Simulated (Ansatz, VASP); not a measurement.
# LiCl in VASP and in Ansatz

```
Li Cl
1.0
     3.32870    0.00000    0.00000
     0.00000    3.32870    0.00000
     0.00000    0.00000    3.32870
Li Cl
1 1
Direct
  0.00000 0.00000 0.00000
  0.50000 0.50000 0.50000
```

Change from the starting cell: hydrostatic strain +1.8%.

Alike in both runs: task single point; functional r2SCAN; k mesh 8 × 8 × 8; no spin polarisation.

```csv
,VASP,Ansatz
version,VASP 6.6.1,Ansatz 0.2.0
potentials or method,"VASP PAW PBE potentials, release 64 (Li_sv, Cl)","plane waves, PAW"
plane-wave cutoff (eV),520,500
occupations,"gaussian, width 0.01 eV",fixed
valence electrons in the cell,10,10
```

VASP gave:

```
gap on the k mesh at the Fermi level (eV) : 5.17
```

**Question.** Estimate Ansatz's values.

**Answer.** gap on the k mesh at the Fermi level (eV): 5.04.

VASP's potentials were made for PBE, not for r2SCAN.

Noted on VASP's run: the cutoff is under 1.25 times that of the potentials, so the pressure is a little rough.
